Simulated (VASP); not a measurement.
# Se (Im-3m) in VASP: further runs

Se is run at these levels: LDA; tasks: single point.

Program: VASP 6.6.1. These are calculated values, not measurements. Logs are shortened: lines on timing, memory, paths and dates and some standing lists are left out, and cuts for length are marked.

### Step 1. The cell of the first run

The structure is cubic, space group Im-3m (No. 229). The conventional cell has a = 3.407 Å, b = 3.407 Å, c = 3.407 Å, α = 90.00°, β = 90.00°, γ = 90.00°. Se (site symmetry m-3m) has 14 Se at 2.95 to 3.41 Å within 3.9 Å.

### Step 2. Single point, LDA

File INCAR:

```
SYSTEM = Se
PREC = Accurate
ENCUT = 520
EDIFF = 1E-6
ISMEAR = 0
SIGMA = 0.15
LREAL = .FALSE.
LASPH = .TRUE.
NELM = 60
ALGO = Normal
ISIF = 2
LWAVE = .FALSE.
LCHARG = .FALSE.
NBANDS = 9
```

File KPOINTS:

```
regular mesh
0
G
  20 20 20
  0 0 0
```

File POSCAR:

```
Se
1.0
   -1.7034486149      1.7034486149      1.7034486149
    1.7034486149     -1.7034486149      1.7034486149
    1.7034486149      1.7034486149     -1.7034486149
Se
1
Direct
    0.0000000000      0.0000000000      0.0000000000
```

Potentials or basis: VASP PAW LDA potentials, release 64 (Se).

The run is started by

```sh
cat potpaw_LDA.64/Se/POTCAR > POTCAR
mpirun -np 1 vasp_std > vasp.out
```

OUTCAR:

```text
SYSTEM = Se
   PREC = Accurate
   ENCUT = 520
   EDIFF = 1E-6
   ISMEAR = 0
   LREAL = .FALSE.
   LASPH = .TRUE.
   NELM = 60
   ISIF = 2

 ion  position               nearest neighbor table
   1  0.000  0.000  0.000-

  LATTYP: Found a body centered cubic cell.
 ALAT       =     3.4068972298

  Lattice vectors:

 A1 = (  -1.7034486149,   1.7034486149,   1.7034486149)
 A2 = (   1.7034486149,  -1.7034486149,   1.7034486149)
 A3 = (   1.7034486149,   1.7034486149,  -1.7034486149)

Analysis of symmetry for initial positions (statically):
=====================================================================
 Subroutine PRICEL returns:
 Original cell was already a primitive cell.

 Routine SETGRP: Setting up the symmetry group for a
 body centered cubic supercell.

 Subroutine GETGRP returns: Found 48 space group operations
 (whereof 48 operations were pure point group operations)
 out of a pool of 48 trial point group operations.

The static configuration has the point symmetry O_h .

Analysis of symmetry for dynamics (positions and initial velocities):
=====================================================================
 Subroutine PRICEL returns:
 Original cell was already a primitive cell.

 Routine SETGRP: Setting up the symmetry group for a
 body centered cubic supercell.

 Subroutine GETGRP returns: Found 48 space group operations
 (whereof 48 operations were pure point group operations)
 out of a pool of 48 trial point group operations.

The dynamic configuration has the point symmetry O_h .

 Subroutine INISYM returns: Found 48 space group operations
 (whereof 48 operations are pure point group operations),
 and found     1 'primitive' translations

----------------------------------------------------------------------------------------

                                     Primitive cell

  volume of cell :      19.7718

  direct lattice vectors                    reciprocal lattice vectors
    -1.703448615  1.703448615  1.703448615     0.000000000  0.293522209  0.293522209
     1.703448615 -1.703448615  1.703448615     0.293522209  0.000000000  0.293522209
     1.703448615  1.703448615 -1.703448615     0.293522209  0.293522209  0.000000000

  length of vectors
     2.950459549  2.950459549  2.950459549     0.415103089  0.415103089  0.415103089

  position of ions in fractional coordinates (direct lattice)
     0.000000000  0.000000000  0.000000000

  ion indices of the primitive-cell ions
[... 78 lines left out ...]
   IBRION =     -1    ionic relax: 0-MD 1-quasi-New 2-CG
   NFREE  =      0    steps in history (QN), initial steepest desc. (CG)
   ISIF   =      2    stress and relaxation
   ISYM   =      2    0-nonsym 1-usesym 2-fastsym
   POTIM  = 0.5000    time-step for ionic-motion
   TEBEG  =    0.0;   TEEND  =   0.0 temperature during run
   PSTRESS=    0.0 pullay stress
   NELECT =       6.0000    total number of electrons
   NUPDOWN=      -1.0000    fix difference up-down
   EMIN   =  10.00;   EMAX   =-10.00  energy-range for DOS
   EFERMI =   0.00;   METHOD = LEGACY
   ISMEAR =     0;   SIGMA  =   0.15  broadening in eV -4-tet -1-fermi 0-gaus
   EFERMI_NEDOS =   21; number of points for ismear=-14 and -15
   IALGO  =     38    algorithm
   IMIX   =      4    mixing-type and parameters
     AMIX     =   0.40;   BMIX     =  1.00
     AMIX_MAG =   1.60;   BMIX_MAG =  1.00
  volume/ion in A,a.u.               =      19.77       133.43
  Fermi-wavevector in a.u.,A,eV,Ry     =   1.100127  2.078939 16.466855  1.210280
  Thomas-Fermi vector in A             =   2.236533
   LORBIT       =      0    0 simple, 1 ext, 2 COOP (PROOUT), +10 PAW based schemes
   GGA     = CA    functional components
   LHFCALC =     F    Hartree Fock is set to
   AEXX    =    0.0000 exact exchange contribution
   IVDW    =     0    specifies the selected vdW correction
   LEPSILON=     F    determine dielectric tensor
   LRPA    =     F    only Hartree local field effects (RPA)
 non-spin polarized calculation
 Gauss-broadening in eV      SIGMA  =   0.15
  energy-cutoff  :      520.00
  volume of cell :       19.77
 maximum number of plane-waves:       555
 NGX is ok and might be reduce to    24
   NGX = 11   NGY = 11   NGZ = 11

 number of electron       5.9999998 magnetization

 Free energy of the ion-electron system (eV)
  ---------------------------------------------------
  ext. energy  EPLUGINS =         0.00000000
  ---------------------------------------------------
  free energy    TOTEN  =        -3.71434642 eV

  energy without entropy =       -3.70699033  energy(sigma->0) =       -3.71066837

 E-fermi :   5.8998     XC(G=0): -10.8969

 val. band max:        5.8873561772   @ k =   0.4000   0.0500   0.0000
 cond. band min:       5.9202495983   @ k =  -0.3500   0.3500   0.1000
 fundamental gap:      0.0328934210
 Fermi energy:         5.8997702067

 k-point     1 :       0.0000    0.0000    0.0000
  band No.  band energies     occupation
      1     -10.4400      2.00000
      2       9.0044      0.00000
      3       9.0044      0.00000
      4       9.0044      0.00000
      5      17.3153      0.00000
      6      18.4309      0.00000
      7      18.4309      0.00000
      8      18.4309      0.00000
      9      21.4195      0.00000
[... 265 lines left out ...]
 k-point    24 :       0.2500    0.1000    0.0000
  band No.  band energies     occupation
      1      -8.4620      2.00000
      2       2.3745      2.00000
      3       6.1314      0.02894
      4       7.9362      0.00000
      5      14.6447      0.00000
      6      15.8678      0.00000
      7      19.6865      0.00000
      8      22.6792      0.00000
      9      23.3687      0.00000

 [... further k-points ...]

------------------------ aborting loop because EDIFF is reached ----------------------------------------

  FORCE on cell =-STRESS in cart. coord.  units (eV):
  Direction    XX          YY          ZZ          XY          YZ          ZX
  --------------------------------------------------------------------------------------
  -------------------------------------------------------------------------------------
  Total       -0.4177623     -0.4177623     -0.4177623     -0.0000000     -0.0000000      0.0000000
  in kB      -33.8526504    -33.8526504    -33.8526504     -0.0000000     -0.0000000      0.0000000
  external PRESSURE =     -33.8526504 kB  Pullay stress =       0.0000000 kB

 VOLUME and BASIS-vectors are now :
 -----------------------------------------------------------------------------
  energy-cutoff  :      520.00
  volume of cell :       19.77
      direct lattice vectors                 reciprocal lattice vectors
    -1.703448615  1.703448615  1.703448615     0.000000000  0.293522209  0.293522209
     1.703448615 -1.703448615  1.703448615     0.293522209  0.000000000  0.293522209
     1.703448615  1.703448615 -1.703448615     0.293522209  0.293522209  0.000000000

 POSITION                                       TOTAL-FORCE (eV/Angst)
 -----------------------------------------------------------------------------------
      0.00000      0.00000      0.00000         0.000000     -0.000000     -0.000000
 -----------------------------------------------------------------------------------
    total drift:                                0.000000     -0.000000     -0.000000

  FREE ENERGIE OF THE ION-ELECTRON SYSTEM (eV)
  ---------------------------------------------------
  free  energy   TOTEN  =        -3.7143464200 eV

  energy  without entropy=       -3.7069903270  energy(sigma->0) =       -3.71066837
```

OSZICAR:

```text
N       E                     dE             d eps       ncg     rms          rms(c)
DAV:   1     0.851969704744E+01    0.85197E+01   -0.29036E+03  4664   0.570E+02
DAV:   2    -0.345763991807E+01   -0.11977E+02   -0.11606E+02  6206   0.764E+01
DAV:   3    -0.371797422333E+01   -0.26033E+00   -0.25887E+00  5406   0.103E+01
DAV:   4    -0.371845608274E+01   -0.48186E-03   -0.48184E-03  6282   0.494E-01
DAV:   5    -0.371845639054E+01   -0.30780E-06   -0.30711E-06  5492   0.113E-02    0.346E+00
DAV:   6    -0.371530735139E+01    0.31490E-02   -0.33245E-03  5223   0.275E-01    0.204E+00
DAV:   7    -0.371438617447E+01    0.92118E-03   -0.48433E-03  5167   0.336E-01    0.795E-02
DAV:   8    -0.371434612883E+01    0.40046E-04   -0.16482E-04  4956   0.684E-02    0.844E-03
DAV:   9    -0.371434642001E+01   -0.29118E-06   -0.15041E-06  5914   0.996E-03
   1 F= -.37143464E+01 E0= -.37106684E+01  d E =-.735609E-02
```

Wall time 8.6 s (1 thread of Intel Xeon 6975P-C (Granite Rapids), shared host); peak memory 0.16 GiB.

What came out:

- Free energy: -3.7143 eV
- Pressure: -3.4 GPa
- Band gap on the k mesh: zero (band 3 reaches 9.00 eV, above the bottom of band 4 at 2.04 eV)

Levels at points of the mesh, in eV from the Fermi level:
```tsv
k point	band 1	band 2	band 3	band 4	band 5	band 6	band 7
(0.00, 0.00, 0.00)	-16.34	3.10	3.10	3.10	11.42	12.53	12.53
(0.50, 0.00, 0.00)	-12.76	-6.83	0.06	2.21	6.93	8.36	17.51
(0.50, 0.50, 0.50)	-10.29	-3.29	-3.29	-3.29	3.97	3.97	22.93
```

### Step 3. Single point, LDA

File INCAR:

```
PREC = Accurate
ENCUT = 520
EDIFF = 1E-6
ISMEAR = 0
SIGMA = 0.15
LREAL = F
LASPH = T
NELM = 100
ALGO = Normal
ISIF = 2
LWAVE = F
LCHARG = F
NBANDS = 9
```

File KPOINTS:

```
regular mesh
0
Gamma
  22 22 22
```

POSCAR is that of step 2.

Potentials or basis: VASP PAW LDA potentials, release 64 (Se).

The run is started by

```sh
cat potpaw_LDA.64/Se/POTCAR > POTCAR
mpirun -np 1 vasp_std > vasp.out
```

It took 11 s on 1 thread of Intel Xeon 6975P-C (Granite Rapids), shared host; peak memory 0.17 GiB.

It converged, with:

```yaml
Free_energy: -3.7133 eV
Pressure: -3.5 GPa
Band_gap_on_the_k_mesh: zero (band 3 reaches 9.00 eV, above the bottom of band 4 at 2.59 eV)
```

Levels at points of the mesh, in eV from the Fermi level:
| k point | band 1 | band 2 | band 3 | band 4 | band 5 | band 6 | band 7 | band 8 |
| --- | --- | --- | --- | --- | --- | --- | --- | --- |
| (0.00, 0.00, 0.00) | -16.40 | 3.05 | 3.05 | 3.05 | 11.36 | 12.48 | 12.48 | 12.48 |
| (0.50, 0.00, 0.00) | -12.82 | -6.88 | 0.01 | 2.15 | 6.88 | 8.31 | 17.46 | 18.15 |
| (0.50, 0.50, 0.50) | -10.34 | -3.35 | -3.35 | -3.35 | 3.92 | 3.92 | 22.87 | 22.87 |
